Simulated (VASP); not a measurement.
Set up this calculation in VASP 6.6.1, as the native input.

```yaml
Task: single point
Functional: PBE
Dispersion: D3(BJ)
Potentials_or_basis: VASP PAW PBE potentials, release 64 (O, Hf_pv, W_sv, F)
Cutoff: 520 eV
k_mesh: 2 × 3 × 1
Occupations: gaussian, width 0.05 eV
Spin: no spin polarisation
Dipole_correction: yes
Further_INCAR_settings: LREAL = Auto; ALGO = Normal; EDIFF = 1e-06; NBANDS = 137
```

The structure of Hf8WO16F6 lies in POSCAR:

```
Hf8WO16F6
1.0
    7.1747300957      0.0000000000      0.0000000000
    0.0000000000      6.3274197349      0.0000000000
    0.0000000000      0.0000000000     26.4432884623
O Hf W F
16 8 1 6
Direct
    0.2500000000      0.5267463580      0.3025342333
    0.7500000000      0.5267463580      0.3025342333
    0.0000000000      0.9554113506      0.3142823486
    0.5000000000      0.9554113506      0.3142823486
    0.2500000000      0.1874655942      0.3584101589
    0.7500000000      0.1874655942      0.3584101589
    0.0000000000      0.6161305868      0.3701582743
    0.5000000000      0.6161305868      0.3701582743
    0.2487906193      0.8409421118      0.4126662518
    0.7484479666      0.8483176411      0.4137244690
   -0.0000532292      0.2760192802      0.4189852865
    0.5015705865      0.2752951338      0.4192001441
    0.2497819191      0.4978033107      0.4707941901
    0.7502076601      0.5052220196      0.4695722267
    0.0062741617      0.9556879114      0.4787167564
    0.4866126749      0.9543555414      0.4789478605
    0.2500000000      0.8214384724      0.3363462538
    0.7500000000      0.8214384724      0.3363462538
    0.0000000000      0.3214384724      0.3363462538
    0.5000000000      0.3214384724      0.3363462538
    0.2519944114      0.1387984085      0.4434577772
    0.7529621697      0.1480382457      0.4433442888
    0.0011512288      0.6565689257      0.4469972900
    0.4980303543      0.6560393142      0.4470053513
    0.6961777238      1.0529559556      0.6034953031
    0.7120693135      1.3207971740      0.6318870971
    0.6843758916      0.7872961293      0.5746409769
    0.4438675374      1.0940232742      0.5929550239
    0.9500712329      1.0197197253      0.6133906176
    0.6479848316      0.9381101979      0.6664569409
    0.7453993112      1.1731586942      0.5398388514
```

The input as run:

INCAR

```
SYSTEM = Hf8WO16F6
  PREC = Accurate
  ENCUT = 520
  EDIFF = 1E-6
  ISMEAR = 0
  SIGMA = 0.05
  LREAL = Auto
  LASPH = .TRUE.
  NELM = 80
  ALGO = Normal
  ISIF = 2
  LWAVE = .FALSE.
  LCHARG = .FALSE.
  LDIPOL = .TRUE.
  IDIPOL = 3
  DIPOL = 0.5 0.5 0.439
  GGA = PE
  IVDW = 12
  NBANDS = 137
```

KPOINTS

```
Automatic mesh
0
G
  2 3 1
  0 0 0
```

Potentials or basis: VASP PAW PBE potentials, release 64 (O, Hf_pv, W_sv, F).

Launch:

```sh
$ cat potpaw_PBE.64/O/POTCAR potpaw_PBE.64/Hf_pv/POTCAR potpaw_PBE.64/W_sv/POTCAR potpaw_PBE.64/F/POTCAR > POTCAR
$ mpirun -np 1 vasp_std > vasp.out
```

Results of the run:

```
Largest force              : 1.716 eV/Å
Band gap on the k mesh     : 0.46 eV (least direct gap 0.49 eV)
Dispersion energy per atom : -0.131 eV
```

Caveat: the k points lie up to 0.44 Å⁻¹ apart; spin-orbit coupling is left out, which moves the levels of the heavy elements.

It took 34 min on 1 thread of Intel(R) Xeon(R) Platinum 8259CL CPU @ 2.50GHz (Skylake/Cascade Lake), on a shared host, peak memory 1.2 GiB.
